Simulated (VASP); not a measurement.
# Ge2H in VASP: further runs, part 2 of 2

VASP 6.6.1. The steps go on from the part before.

**3. Single point, PBE+D3(BJ), collinear spin**

Input file INCAR:

```
PREC = Accurate
ENCUT = 520
EDIFF = 1E-6
ISMEAR = 0
SIGMA = 0.1
LREAL = False
LASPH = True
NELM = 150
ALGO = Normal
ISIF = 2
LWAVE = False
LCHARG = False
ISPIN = 2
MAGMOM = 0 0 1
LORBIT = 11
LDIPOL = True
IDIPOL = 3
DIPOL = 0.5 0.5 0.274
GGA = PE
IVDW = 12
NBANDS = 26
```

Input file KPOINTS:

```
regular mesh
0
Gamma
  9 9 1
```

Input file POSCAR:

```
Ge2H
1.0
    4.0226895460      0.0000000000      0.0000000000
   -2.0113447730      3.4837513384      0.0000000000
    0.0000000000      0.0000000000     17.6842610184
Ge H
2 1
Direct
    0.3333333333      0.6666666667      0.2648830513
    0.6666666667      0.3333333333      0.2261898304
    0.3333333333      0.6666666667      0.3316090513
```

Potentials or basis: VASP PAW PBE potentials, release 64 (Ge_d, H).

Started as:

```bash
$ cat potpaw_PBE.64/Ge_d/POTCAR potpaw_PBE.64/H/POTCAR > POTCAR
$ mpirun -np 1 vasp_std > vasp.out
```

OUTCAR:

```text
PREC = Accurate
   ENCUT = 520
   EDIFF = 1E-6
   ISMEAR = 0
   LREAL = False
   LASPH = True
   NELM = 150
   ISIF = 2
   ISPIN = 2
   LORBIT = 11
   GGA = PE
   IVDW = 12
 IVDW          = 12

 ion  position               nearest neighbor table
   1  0.333  0.667  0.265-   3 1.18   2 2.42   2 2.42   2 2.42
   2  0.667  0.333  0.226-   1 2.42   1 2.42   1 2.42
   3  0.333  0.667  0.332-   1 1.18

  LATTYP: Found a hexagonal cell.
 ALAT       =     4.0226895460
 C/A-ratio  =     4.3961287134

  Lattice vectors:

 A1 = (   4.0226895460,   0.0000000000,   0.0000000000)
 A2 = (  -2.0113447730,   3.4837513384,   0.0000000000)
 A3 = (   0.0000000000,   0.0000000000,  17.6842610184)

Analysis of symmetry for initial positions (statically):
=====================================================================
 Subroutine PRICEL returns:
 Original cell was already a primitive cell.

 Routine SETGRP: Setting up the symmetry group for a
 hexagonal supercell.

 Subroutine GETGRP returns: Found  6 space group operations
 (whereof  6 operations were pure point group operations)
 out of a pool of 24 trial point group operations.

The static configuration has the point symmetry C_3v.

Analysis of symmetry for dynamics (positions and initial velocities):
=====================================================================
 Subroutine PRICEL returns:
 Original cell was already a primitive cell.

 Routine SETGRP: Setting up the symmetry group for a
 hexagonal supercell.

 Subroutine GETGRP returns: Found  6 space group operations
 (whereof  6 operations were pure point group operations)
 out of a pool of 24 trial point group operations.

The dynamic configuration has the point symmetry C_3v.

Analysis of structural, dynamic, and magnetic symmetry:
=====================================================================
 Subroutine PRICEL returns:
 Original cell was already a primitive cell.

 Routine SETGRP: Setting up the symmetry group for a
 hexagonal supercell.

 Subroutine GETGRP returns: Found  6 space group operations
 (whereof  6 operations were pure point group operations)
 out of a pool of 24 trial point group operations.

The overall configuration has the point symmetry C_3v.

 Subroutine INISYM returns: Found  6 space group operations
 (whereof  6 operations are pure point group operations),
 and found     1 'primitive' translations

----------------------------------------------------------------------------------------

                                     Primitive cell

  volume of cell :     247.8281

  direct lattice vectors                    reciprocal lattice vectors
     4.022689546  0.000000000  0.000000000     0.248589902  0.143523447  0.000000000
    -2.011344773  3.483751338  0.000000000     0.000000000  0.287046894  0.000000000
     0.000000000  0.000000000 17.684261018     0.000000000  0.000000000  0.056547458

  length of vectors
     4.022689546  4.022689546 17.684261018     0.287046894  0.287046894  0.056547458

  position of ions in fractional coordinates (direct lattice)
[... 66 lines left out ...]
   ENCUT  =  520.0 eV  38.22 Ry    6.18 a.u.   7.48  7.48 32.88*2*pi/ulx,y,z
   NELM   =    150;   NELMIN=  2; NELMDL= -5     # of ELM steps
   EDIFF  = 0.1E-05   stopping-criterion for ELM
   LREAL  =      F    real-space projection
   EDIFFG = 0.1E-04   stopping-criterion for IOM
   NSW    =      0    number of steps for IOM
   IBRION =     -1    ionic relax: 0-MD 1-quasi-New 2-CG
   NFREE  =      0    steps in history (QN), initial steepest desc. (CG)
   ISIF   =      2    stress and relaxation
   ISYM   =      2    0-nonsym 1-usesym 2-fastsym
   POTIM  = 0.5000    time-step for ionic-motion
   TEBEG  =    0.0;   TEEND  =   0.0 temperature during run
   PSTRESS=    0.0 pullay stress
   NELECT =      29.0000    total number of electrons
   NUPDOWN=      -1.0000    fix difference up-down
   EMIN   =  10.00;   EMAX   =-10.00  energy-range for DOS
   EFERMI =   0.00;   METHOD = LEGACY
   ISMEAR =     0;   SIGMA  =   0.10  broadening in eV -4-tet -1-fermi 0-gaus
   EFERMI_NEDOS =   21; number of points for ismear=-14 and -15
   IALGO  =     38    algorithm
   IMIX   =      4    mixing-type and parameters
     AMIX     =   0.40;   BMIX     =  1.00
     AMIX_MAG =   1.60;   BMIX_MAG =  1.00
  volume/ion in A,a.u.               =      82.61       557.48
  Fermi-wavevector in a.u.,A,eV,Ry     =   0.800738  1.513176  8.723810  0.641182
  Thomas-Fermi vector in A             =   1.908092
   LORBIT       =     11    0 simple, 1 ext, 2 COOP (PROOUT), +10 PAW based schemes
   GGA     = PE    functional components
   LHFCALC =     F    Hartree Fock is set to
   AEXX    =    0.0000 exact exchange contribution
   IVDW    =    12    specifies the selected vdW correction
   LEPSILON=     F    determine dielectric tensor
   LRPA    =     F    only Hartree local field effects (RPA)
 spin polarized calculation
 Gauss-broadening in eV      SIGMA  =   0.10
  energy-cutoff  :      520.00
  volume of cell :      247.83
 maximum number of plane-waves:      6709
 NGX is ok and might be reduce to    30
   NGX = 15   NGY = 15   NGZ = 65

 dipolmoment           0.000000      0.000000      0.006459 electrons x Angstroem

 number of electron      29.0000014 magnetization       1.0000002

 dipolmoment           0.000000      0.000000     -0.046710 electrons x Angstroem

 Free energy of the ion-electron system (eV)
  ---------------------------------------------------
  ext. energy  EPLUGINS =         0.00000000
  ---------------------------------------------------
  free energy    TOTEN  =        -9.03337531 eV

  energy without entropy =       -9.03337508  energy(sigma->0) =       -9.03337519

 E-fermi :  -2.5063     XC(G=0):  -2.6330

 val. band max:       -2.8211923739   @ k =   0.1111   0.0000   0.0000
 cond. band min:      -2.1929530425   @ k =   0.4444   0.0000   0.0000
 fundamental gap:      0.6282393314
 Fermi energy:        -2.5063100345

 spin component 1

 k-point     1 :       0.0000    0.0000    0.0000
  band No.  band energies     occupation
      1     -27.4837      1.00000
      2     -27.2021      1.00000
      3     -27.2021      1.00000
      4     -27.1553      1.00000
      5     -27.1553      1.00000
      6     -26.9877      1.00000
[... 337 lines left out ...]
     25       5.8170      0.00000
     26       5.8346      0.00000
 Fermi energy:        -2.5063100345

 spin component 2

 k-point     1 :       0.0000    0.0000    0.0000
  band No.  band energies     occupation
      1     -27.4523      1.00000
      2     -27.1803      1.00000
      3     -27.1803      1.00000
      4     -27.1317      1.00000
      5     -27.1317      1.00000
      6     -26.8620      1.00000
[... 337 lines left out ...]
     25       5.9813      0.00000
     26       6.2241      0.00000

------------------------ aborting loop because EDIFF is reached ----------------------------------------

 vacuum level on the upper side and lower side of the slab       (xc-potential included)        -0.293         0.293

 Edisp (eV)   -0.33178

 E8    (eV) :    -0.1498

  FORCE on cell =-STRESS in cart. coord.  units (eV):
  Direction    XX          YY          ZZ          XY          YZ          ZX
  --------------------------------------------------------------------------------------
  -------------------------------------------------------------------------------------
  Total       0.83512     0.83512    15.85056     0.00000     0.00000     0.00000
  in kB       5.39896     5.39896   102.47184     0.00000     0.00000     0.00000
  external pressure =       37.76 kB  Pullay stress =        0.00 kB

 VOLUME and BASIS-vectors are now :
 -----------------------------------------------------------------------------
  energy-cutoff  :      520.00
  volume of cell :      247.83
      direct lattice vectors                 reciprocal lattice vectors
     4.022689546  0.000000000  0.000000000     0.248589902  0.143523447  0.000000000
    -2.011344773  3.483751338  0.000000000     0.000000000  0.287046894  0.000000000
     0.000000000  0.000000000 17.684261018     0.000000000  0.000000000  0.056547458

 POSITION                                       TOTAL-FORCE (eV/Angst)
 -----------------------------------------------------------------------------------
     -0.00000      2.32250      4.68426         0.000000     -0.000000    -12.413613
      2.01134      1.16125      4.00000        -0.000000      0.000000     -0.660540
     -0.00000      2.32250      5.86426         0.000000      0.000000     13.074153
 -----------------------------------------------------------------------------------
    total drift:                               -0.000000     -0.000000      0.002240

  FREE ENERGIE OF THE ION-ELECTRON SYSTEM (eV)
  ---------------------------------------------------
  free  energy   TOTEN  =        -9.3651549065 eV

  energy  without entropy=       -9.3651546769  energy(sigma->0) =       -9.36515479

 vacuum level on the upper side and lower side of the slab         1.368         1.935

 total charge

# of ion       s       p       d       tot
------------------------------------------
    1        1.147   1.586  10.105  12.838
    2        1.149   1.199  10.006  12.353
    3        0.743   0.057   0.000   0.800
--------------------------------------------------
tot          3.038   2.841  20.111  25.991

 magnetization (x)

# of ion       s       p       d       tot
------------------------------------------
    1        0.002   0.044   0.032   0.078
    2        0.045   0.322  -0.001   0.366
    3        0.038   0.001   0.000   0.040
--------------------------------------------------
tot          0.085   0.368   0.031   0.484
```

It took 2.5 min on 1 thread of Intel Xeon 6975P-C (Granite Rapids), shared host; peak memory 0.49 GiB.

Results:

- Free energy: -9.3652 eV
- Largest force: 13.074 eV/Å
- Band gap on the k mesh: 0.63 eV (least direct gap 0.78 eV)
- Net moment: 1.00 μB per cell
- Site moments: Ge +0.08, +0.37; H +0.04 μB
- Valence electrons inside the program's atomic spheres: Ge 12.84, 12.35; H 0.80
- Dispersion energy per atom: -0.111 eV

Forces on the atoms (eV/Å):
```
Ge    0.000   0.000 -12.414
Ge    0.000   0.000  -0.661
H     0.000   0.000  13.074
```

**4. Single point, PBE+D3(BJ), collinear spin**

Input file INCAR:

```
ALGO = Normal
DIPOL = 0.5 0.5 0.291
EDIFF = 1E-6
ENCUT = 520
GGA = PE
IDIPOL = 3
ISIF = 2
ISMEAR = 0
ISPIN = 2
IVDW = 12
LASPH = T
LCHARG = F
LDIPOL = T
LORBIT = 11
LREAL = F
LWAVE = F
MAGMOM = 0 0 1
NBANDS = 26
NELM = 150
PREC = Accurate
SIGMA = 0.1
```

Input file KPOINTS:

```
k-points
0
Gamma
  9 9 1
```

POSCAR, as its differences from that of step 3:

```diff
@@ -10,2 +10,2 @@
     0.6666666667      0.3333333333      0.2261898304
-    0.3333333333      0.6666666667      0.3316090513
+    0.3333333333      0.6666666667      0.3819362885
```

Started as:

```bash
$ cat potpaw_PBE.64/Ge_d/POTCAR potpaw_PBE.64/H/POTCAR > POTCAR
$ mpirun -np 1 vasp_std > vasp.out
```

It took 2.3 min on 1 thread of Intel Xeon 6975P-C (Granite Rapids), shared host; peak memory 0.48 GiB.

It converged, with:

```yaml
Free_energy: -10.5394 eV
Largest_force: 2.160 eV/Å
Band_gap_on_the_k_mesh: 0.41 eV
Net_moment: 1.00 μB per cell
Site_moments: Ge +0.01, +0.28; H +0.14 μB
Valence_electrons_inside_the_program's_atomic_spheres: Ge 12.33, 12.34; H 0.41
Dispersion_energy_per_atom: -0.124 eV
```

Forces on the atoms (eV/Å):
```
Ge   0.000  0.000  2.160
Ge   0.000  0.000 -0.210
H    0.000  0.000 -1.950
```

Levels at points of the mesh, in eV from the valence-band top:
Spin up:
```csv
k point,band 12,band 13,band 14,band 15,band 16,band 17,band 18,band 19
"(0.00, 0.00, 0.00)",-4.26,-0.70,-0.18,-0.18,0.89,3.95,4.17,4.17
```
Spin down:
| k point | band 12 | band 13 | band 14 | band 15 | band 16 | band 17 |
| --- | --- | --- | --- | --- | --- | --- |
| (0.00, 0.00, 0.00) | -3.67 | 0.00 | 0.00 | 0.41 | 1.17 | 4.35 |

**5. Overview**

```csv
cell,gap on the mesh (eV),moment (μB),largest force (eV/Å)
"as given, atomic positions A",0.03,1.01,0.09
"as given, atomic positions B",0.63,1.00,13.07
"as given, atomic positions C",0.41,1.00,2.16
```

Alike in all rows: task single point; level PBE+D3(BJ); potentials or basis VASP PAW PBE potentials, release 64 (Ge_d, H); spin collinear; k mesh 9 × 9 × 1; cutoff (eV) 520; smearing gaussian 0.1 eV.

Absolute energies hang on the potentials; compare differences alone.
